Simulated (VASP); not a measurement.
# NaHF2 (R-3m) in VASP: notebook

NaHF2 is run at these levels: LDA; tasks: electric field gradients.

Everything below comes from runs of VASP 6.6.1. Logs are shortened: lines on timing, memory, paths and dates and some standing lists are left out, and cuts for length are marked.

## (1) The cell of the first run

The structure is trigonal, space group R-3m (No. 166). Conventional cell: a = 3.457 Å, b = 3.457 Å, c = 13.777 Å, α = 90.00°, β = 90.00°, γ = 120.00°. Within 3.1 Å of Na (site symmetry -3m) lie 6 F at 2.26 Å and 6 H at 3.04 Å. Within 1.7 Å of H (site symmetry -3m) lie 2 F at 1.24 Å. Within 1.7 Å of F (site symmetry 3m) lie 1 H at 1.24 Å.

## (2) Electric field gradients, LDA (zz strain of -1 %)

The input, INCAR:

```
SYSTEM = NaHF2
PREC = Accurate
ENCUT = 520
EDIFF = 1E-8
ISMEAR = -1
SIGMA = 0.02
LREAL = .FALSE.
LASPH = .TRUE.
NELM = 60
ALGO = Normal
ISIF = 2
LWAVE = .FALSE.
LCHARG = .FALSE.
GGA = CA
LEFG = .TRUE.
NBANDS = 19
```

The input, KPOINTS:

```
regular mesh
0
G
  10 10 10
  0 0 0
```

The input, POSCAR:

```
NaHF2
1.0
    1.7284452171      0.9979183114      4.5924819918
   -1.7284452171      0.9979183114      4.5924819918
    0.0000000000     -1.9958366228      4.5924819918
Na H F
1 1 2
Direct
    0.0000000000      0.0000000000      0.0000000000
    0.5000000000      0.5000000000      0.5000000000
    0.4100000000      0.4100000000      0.4100000000
    0.5900000000      0.5900000000      0.5900000000
```

Potentials or basis: VASP PAW LDA potentials, release 64 (Na_pv, H, F).

Command:

```bash
$ cat potpaw_LDA.64/Na_pv/POTCAR potpaw_LDA.64/H/POTCAR potpaw_LDA.64/F/POTCAR > POTCAR
$ mpirun -np 1 vasp_std > vasp.out
```

OUTCAR:

```text
SYSTEM = NaHF2
   PREC = Accurate
   ENCUT = 520
   EDIFF = 1E-8
   ISMEAR = -1
   LREAL = .FALSE.
   LASPH = .TRUE.
   NELM = 60
   ISIF = 2
   GGA = CA

 ion  position               nearest neighbor table
   1  0.000  0.000  0.000-   4 2.26   4 2.26   3 2.26   3 2.26   4 2.26   3 2.26
   2  0.500  0.500  0.500-   3 1.24   4 1.24
   3  0.410  0.410  0.410-   2 1.24   1 2.26   1 2.26   1 2.26
   4  0.590  0.590  0.590-   2 1.24   1 2.26   1 2.26   1 2.26

  LATTYP: Found a trigonal (rhomboedric) cell.
 ALAT       =     5.0074199614
 COS(alpha) =     0.7617059484

  Lattice vectors:

 A1 = (   1.7284452171,   0.9979183114,   4.5924819918)
 A2 = (  -1.7284452171,   0.9979183114,   4.5924819918)
 A3 = (   0.0000000000,  -1.9958366228,   4.5924819918)

Analysis of symmetry for initial positions (statically):
=====================================================================
 Subroutine PRICEL returns:
 Original cell was already a primitive cell.

 Routine SETGRP: Setting up the symmetry group for a
 trigonal (rhombohedral) supercell.

 Subroutine GETGRP returns: Found 12 space group operations
 (whereof 12 operations were pure point group operations)
 out of a pool of 12 trial point group operations.

The static configuration has the point symmetry D_3d.

Analysis of symmetry for dynamics (positions and initial velocities):
=====================================================================
 Subroutine PRICEL returns:
 Original cell was already a primitive cell.

 Routine SETGRP: Setting up the symmetry group for a
 trigonal (rhombohedral) supercell.

 Subroutine GETGRP returns: Found 12 space group operations
 (whereof 12 operations were pure point group operations)
 out of a pool of 12 trial point group operations.

The dynamic configuration has the point symmetry D_3d.

 Subroutine INISYM returns: Found 12 space group operations
 (whereof 12 operations are pure point group operations),
 and found     1 'primitive' translations

----------------------------------------------------------------------------------------

                                     Primitive cell

  volume of cell :      47.5280

  direct lattice vectors                    reciprocal lattice vectors
     1.728445217  0.997918311  4.592481992     0.289277320  0.167014339  0.072582393
    -1.728445217  0.997918311  4.592481992    -0.289277320  0.167014339  0.072582393
     0.000000000 -1.995836623  4.592481992     0.000000000 -0.334028677  0.072582393

  length of vectors
     5.007419961  5.007419961  5.007419961     0.341823581  0.341823581  0.341823581

  position of ions in fractional coordinates (direct lattice)
     0.000000000  0.000000000  0.000000000
     0.500000000  0.500000000  0.500000000
     0.410000000  0.410000000  0.410000000
     0.590000000  0.590000000  0.590000000

  ion indices of the primitive-cell ions
   primitive index   ion index
                 1           1
                 2           2
                 3           3
                 4           4

----------------------------------------------------------------------------------------

 KPOINTS: regular mesh

Automatic generation of k-mesh.
 Grid dimensions read from file:
 generate k-points for:   10   10   10

 Generating k-lattice:

  Cartesian coordinates                     Fractional coordinates (reciprocal lattice)
     0.028927732  0.016701434  0.007258239     0.100000000  0.000000000 -0.000000000
    -0.028927732  0.016701434  0.007258239     0.000000000  0.100000000 -0.000000000
     0.000000000 -0.033402868  0.007258239    -0.000000000 -0.000000000  0.100000000

  Length of vectors
     0.034182358  0.034182358  0.034182358

  Shift w.r.t. Gamma in fractional coordinates (k-lattice)
     0.000000000  0.000000000  0.000000000

 Subroutine IBZKPT returns following result:
 ===========================================

 Found    116 irreducible k-points:

 Following reciprocal coordinates:
            Coordinates               Weight
  0.000000  0.000000  0.000000      1.000000
  0.100000  0.000000  0.000000      6.000000
  0.200000  0.000000  0.000000      6.000000
  0.300000  0.000000  0.000000      6.000000
  0.400000  0.000000  0.000000      6.000000
  0.500000  0.000000  0.000000      3.000000
[... 16 lines left out ...]
  0.300000  0.300000  0.000000      6.000000
  0.400000  0.300000  0.000000     12.000000
 [... further k-points ...]
   k-points           NKPTS =    116   k-points in BZ     NKDIM =    116   number of bands    NBANDS=     19
   number of dos      NEDOS =    301   number of ions     NIONS =      4
   total plane-waves  NPLWV =  64000
   dimension x,y,z NGX =    40 NGY =   40 NGZ =   40
   dimension x,y,z NGXF=    80 NGYF=   80 NGZF=   80
   ions per type =               1   1   2
   NGX,Y,Z   is equivalent  to a cutoff of  13.28, 13.28, 13.28 a.u.
   NGXF,Y,Z  is equivalent  to a cutoff of  26.56, 26.56, 26.56 a.u.
 SYSTEM =  NaHF2
   PREC   = accura    normal or accurate (medium, high low for compatibility)
   ISTART =      0    job   : 0-new  1-cont  2-samecut
   ICHARG =      2    charge: 1-file 2-atom 10-const
   ISPIN  =      1    spin polarized calculation?
   LNONCOLLINEAR =      F non collinear calculations
   LSORBIT =      F    spin-orbit coupling
   LASPH  =      T    aspherical Exc in radial PAW
   ENCUT  =  520.0 eV  38.22 Ry    6.18 a.u.   9.31  9.31  9.31*2*pi/ulx,y,z
   NELM   =     60;   NELMIN=  2; NELMDL= -5     # of ELM steps
   EDIFF  = 0.1E-07   stopping-criterion for ELM
   LREAL  =      F    real-space projection
   EDIFFG = 0.1E-06   stopping-criterion for IOM
   NSW    =      0    number of steps for IOM
   IBRION =     -1    ionic relax: 0-MD 1-quasi-New 2-CG
   NFREE  =      0    steps in history (QN), initial steepest desc. (CG)
   ISIF   =      2    stress and relaxation
   ISYM   =      2    0-nonsym 1-usesym 2-fastsym
   POTIM  = 0.5000    time-step for ionic-motion
   TEBEG  =    0.0;   TEEND  =   0.0 temperature during run
   PSTRESS=    0.0 pullay stress
   NELECT =      22.0000    total number of electrons
   NUPDOWN=      -1.0000    fix difference up-down
   EMIN   =  10.00;   EMAX   =-10.00  energy-range for DOS
   EFERMI =   0.00;   METHOD = LEGACY
   ISMEAR =    -1;   SIGMA  =   0.02  broadening in eV -4-tet -1-fermi 0-gaus
   EFERMI_NEDOS =   21; number of points for ismear=-14 and -15
   IALGO  =     38    algorithm
   IMIX   =      4    mixing-type and parameters
     AMIX     =   0.40;   BMIX     =  1.00
     AMIX_MAG =   1.60;   BMIX_MAG =  1.00
  volume/ion in A,a.u.               =      11.88        80.18
  Fermi-wavevector in a.u.,A,eV,Ry     =   1.266386  2.393122 21.820104  1.603732
  Thomas-Fermi vector in A             =   2.399589
   LORBIT       =      0    0 simple, 1 ext, 2 COOP (PROOUT), +10 PAW based schemes
   GGA     = CA    functional components
   LHFCALC =     F    Hartree Fock is set to
   AEXX    =    0.0000 exact exchange contribution
   IVDW    =     0    specifies the selected vdW correction
   LEPSILON=     F    determine dielectric tensor
   LRPA    =     F    only Hartree local field effects (RPA)
 non-spin polarized calculation
  energy-cutoff  :      520.00
  volume of cell :       47.53
 maximum number of plane-waves:      1304
 NGX is ok and might be reduce to    40
   NGX = 19   NGY = 19   NGZ = 19

 number of electron      22.0000002 magnetization

 Free energy of the ion-electron system (eV)
  ---------------------------------------------------
  ext. energy  EPLUGINS =         0.00000000
  ---------------------------------------------------
  free energy    TOTEN  =       -18.54789184 eV

  energy without entropy =      -18.54789184  energy(sigma->0) =      -18.54789184

 E-fermi :  -3.8086     XC(G=0):  -8.8751

 val. band max:       -4.2530881218   @ k =   0.5000   0.5000   0.5000
 cond. band min:       2.1282342690   @ k =   0.0000   0.0000   0.0000
 fundamental gap:      6.3813223908
 Fermi energy:        -3.8086241686

 k-point     1 :       0.0000    0.0000    0.0000
  band No.  band energies     occupation
      1     -23.9456      2.00000
      2     -23.2903      2.00000
      3     -22.2575      2.00000
      4     -22.2575      2.00000
      5     -21.9932      2.00000
      6      -8.7105      2.00000
[... 11 lines left out ...]
     18      16.5876      0.00000
     19      16.5876      0.00000

 k-point     2 :       0.1000    0.0000    0.0000
  band No.  band energies     occupation
      1     -23.9555      2.00000
      2     -23.2709      2.00000
      3     -22.2596      2.00000
      4     -22.2390      2.00000
      5     -22.0161      2.00000
      6      -8.6720      2.00000
[... 11 lines left out ...]
     18      15.8023      0.00000
     19      16.4369      0.00000

 k-point     3 :       0.2000    0.0000    0.0000
  band No.  band energies     occupation
      1     -23.9800      2.00000
      2     -23.2155      2.00000
      3     -22.2652      2.00000
      4     -22.1961      2.00000
      5     -22.0748      2.00000
      6      -8.5689      2.00000
[... 11 lines left out ...]
     18      14.5237      0.00000
     19      16.1655      0.00000

 k-point     4 :       0.3000    0.0000    0.0000
  band No.  band energies     occupation
      1     -24.0080      2.00000
      2     -23.1364      2.00000
      3     -22.2720      2.00000
      4     -22.2042      2.00000
      5     -22.0982      2.00000
      6      -8.4369      2.00000
[... 407 lines left out ...]
     18      14.4621      0.00000
     19      15.3527      0.00000

 k-point    23 :       0.3000    0.3000    0.0000
  band No.  band energies     occupation
      1     -23.9004      2.00000
      2     -23.3088      2.00000
      3     -22.2721      2.00000
      4     -22.2482      2.00000
      5     -21.9942      2.00000
      6      -8.3335      2.00000
[... 11 lines left out ...]
     18      14.5810      0.00000
     19      16.2670      0.00000

 k-point    24 :       0.4000    0.3000    0.0000
  band No.  band energies     occupation
      1     -23.8707      2.00000
      2     -23.3408      2.00000
      3     -22.2974      2.00000
      4     -22.2400      2.00000
      5     -21.9670      2.00000
      6      -8.2495      2.00000
[... 11 lines left out ...]
     18      15.1225      0.00000
     19      15.5771      0.00000

 [... further k-points ...]
[... 5 lines left out ...]
  --------------------------------------------------------------------------------------
  -------------------------------------------------------------------------------------
  Total       -0.4292152     -0.4292152     -4.8128800      0.0000000     -0.0000000     -0.0000000
  in kB      -14.4689291    -14.4689291   -162.2431217      0.0000000     -0.0000000     -0.0000000
  external PRESSURE =     -63.7269933 kB  Pullay stress =       0.0000000 kB

 VOLUME and BASIS-vectors are now :
 -----------------------------------------------------------------------------
  energy-cutoff  :      520.00
  volume of cell :       47.53
      direct lattice vectors                 reciprocal lattice vectors
     1.728445217  0.997918311  4.592481992     0.289277320  0.167014339  0.072582393
    -1.728445217  0.997918311  4.592481992    -0.289277320  0.167014339  0.072582393
     0.000000000 -1.995836623  4.592481992     0.000000000 -0.334028677  0.072582393

 POSITION                                       TOTAL-FORCE (eV/Angst)
 -----------------------------------------------------------------------------------
      0.00000      0.00000      0.00000         0.000000     -0.000000      0.000000
      0.00000      0.00000      6.88872        -0.000000     -0.000000      0.000000
      0.00000      0.00000      5.64875         0.000000      0.000000      1.994907
      0.00000      0.00000      8.12869         0.000000     -0.000000     -1.994907
 -----------------------------------------------------------------------------------
    total drift:                                0.000000      0.000000     -0.000000

  FREE ENERGIE OF THE ION-ELECTRON SYSTEM (eV)
  ---------------------------------------------------
  free  energy   TOTEN  =       -18.5478918367 eV

  energy  without entropy=      -18.5478918367  energy(sigma->0) =      -18.54789184

 Electric field gradients (V/A^2)
---------------------------------------------------------------------
 ion       V_xx      V_yy      V_zz      V_xy      V_xz      V_yz
---------------------------------------------------------------------
   1      -4.489    -4.489     8.978    -0.000     0.000    -0.000
   2      -0.168    -0.168     0.335    -0.000     0.000    -0.000
   3     -57.933   -57.933   115.866    -0.000    -0.000    -0.000
   4     -57.933   -57.933   115.866     0.000    -0.000    -0.000
---------------------------------------------------------------------

 Electric field gradients after diagonalization (V/A^2)
 (convention: |V_zz| > |V_xx| > |V_yy|)
----------------------------------------------------------------------
 ion       V_xx      V_yy      V_zz     asymmetry (V_yy - V_xx)/ V_zz
----------------------------------------------------------------------
   1      -4.489    -4.489     8.978       0.000
   2      -0.168    -0.168     0.335       0.000
   3     -57.933   -57.933   115.866       0.000
   4     -57.933   -57.933   115.866       0.000
----------------------------------------------------------------------

           NMR quadrupolar parameters

 Cq : quadrupolar parameter    Cq=e*Q*V_zz/h
 eta: asymmetry parameters     (V_yy - V_xx)/ V_zz
 Q  : nuclear electric quadrupole moment in mb (millibarn)
----------------------------------------------------------------------
 ion       Cq(MHz)       eta       Q (mb)
----------------------------------------------------------------------
   1       0.022       0.000       1.000
   2       0.001       0.000       1.000
   3       0.280       0.000       1.000
   4       0.280       0.000       1.000
----------------------------------------------------------------------
```

Wall time 3.5 min (1 thread of Intel Xeon Platinum 8488C (Sapphire Rapids), shared host); peak memory 0.24 GiB.

What came out:

| Quantity | Value |
| --- | --- |
| Free energy | -18.5479 eV |
| Pressure | -6.4 GPa |
| Largest force | 1.995 eV/Å |
| Band gap on the k mesh | 6.38 eV (least direct gap 6.66 eV) |
| Largest electric field gradient by atom | Na +9.0; H +0.3; F +115.9 V/Å² |

Forces in eV/Å, atoms in the order of the input:
```
Na   0.000  0.000  0.000
H    0.000  0.000  0.000
F    0.000  0.000  1.995
F    0.000  0.000 -1.995
```

Electric field gradients, principal values (V/Å²):
```csv
atom,least,middle,greatest (by size)
1 Na,-4.489,-4.489,8.978
2 H,-0.168,-0.168,0.335
3 F,-57.933,-57.933,115.866
4 F,-57.933,-57.933,115.866
```

Caveat: the cell differs from its parent crystal (zz strain of -1 %); the stress differs along the axes, from -16 to -1 GPa; without QUAD_EFG the Cq values of the log hold for a quadrupole moment of 1 mb, not for the nuclei; forces of over 1 eV/Å act on the atoms, so gaps and moduli don't describe the material at rest. A k mesh can miss the band edges.

[end of part 1 of 5]
